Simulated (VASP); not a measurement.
HfSiO4:

```
Hf Si O
1.0
    -3.19210    3.19210    2.89620
     3.19210   -3.19210    2.89620
     3.19210    3.19210   -2.89620
Hf Si O
2 2 8
Direct
  0.00000 0.00000 0.00000
  0.75000 0.25000 0.50000
  0.25000 0.75000 0.50000
  0.50000 0.50000 0.00000
  0.13311 0.32045 0.81265
  0.07045 0.75780 0.68735
  0.07045 0.38311 0.31265
  0.50780 0.32045 0.18735
  0.67955 0.49220 0.81265
  0.61689 0.92955 0.68735
  0.24220 0.92955 0.31265
  0.67955 0.86689 0.18735
```

This cell differs from its parent crystal: strain -3.0%.

Base run:

```yaml
Program: VASP 6.6.1
Functional: PBE
Potentials_or_basis: VASP PAW PBE potentials, release 64 (Hf_pv, Si, O)
Cutoff: 520 eV
k_mesh: 6 × 6 × 6
Occupations: fermi-dirac, width 0.02 eV
Spin: no spin polarisation
```

Its results: band gap on the k mesh 5.87 eV (least direct gap 6.30 eV); pressure 31.3 GPa; largest force 0.513 eV/Å.

**Question.** The run is repeated on the same cell with these changes: functional from PBE to r2SCAN; occupations from fermi-dirac, width 0.02 eV to gaussian, width 0.01 eV. What comes out?

**Answer.** Band gap on the k mesh 6.47 eV (least direct gap 6.91 eV); pressure 24.6 GPa; largest force 0.239 eV/Å.

Caveats: the cell stands under pressure; spin-orbit coupling is left out, which moves the levels of the heavy elements; the PAW data sets were made with another functional, which shifts forces and pressure a little (at least some runs).

A k mesh can miss the band edges.
